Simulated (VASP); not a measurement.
Input of a VASP 6.6.1 run:

Contents of INCAR:

```
PREC = Accurate
ENCUT = 520
EDIFF = 1E-6
ISMEAR = -1
SIGMA = 0.05
LREAL = F
LASPH = T
NELM = 80
ALGO = Normal
ISIF = 2
LWAVE = F
LCHARG = F
GGA = PE
NBANDS = 63
```

File KPOINTS:

```
regular mesh
0
Gamma
  4 4 2
```

The input POSCAR:

```
HfIn4SiO6
1.0
    5.2420099395      0.0000000000      0.0000000000
   -2.6210099362      4.5397153174      0.0000000000
    0.0000000000      0.0000000000     10.4881817573
Hf In Si O
1 4 1 6
Direct
    0.6666700000      0.3333300000      0.0000000000
    0.0000000000      0.0000000000      0.3044600000
    0.0000000000      0.0000000000      0.6955400000
    0.3333300000      0.6666700000      0.7891900000
    0.3333300000      0.6666700000      0.2108100000
    0.0000000000      0.0000000000      0.0000000000
    0.9730000000      0.7049600000      0.8997200000
    0.2950400000      0.0270000000      0.1002800000
    0.2950400000      0.2680400000      0.8997200000
    0.7319600000      0.7049600000      0.1002800000
    0.7319600000      0.0270000000      0.8997200000
    0.9730000000      0.2680400000      0.1002800000
```

Potentials or basis: VASP PAW PBE potentials, release 64 (Hf_pv, In_d, Si, O).

The run is started by

```console
$ cat potpaw_PBE.64/Hf_pv/POTCAR potpaw_PBE.64/In_d/POTCAR potpaw_PBE.64/Si/POTCAR potpaw_PBE.64/O/POTCAR > POTCAR
$ mpirun -np 1 vasp_std > vasp.out
```

**Question.** Predict the band gap on the k mesh.

**Answer.** 0.25 eV (least direct gap 1.64 eV).

**Question.** What does it give for the pressure?

**Answer.** 1.4 GPa.

Stress tensor (GPa, compression positive):
```
1.32 0.00 0.00
0.00 1.32 0.00
0.00 0.00 1.49
```

Caveat: spin-orbit coupling is left out, which moves the levels of the heavy elements. A k mesh can miss the band edges.
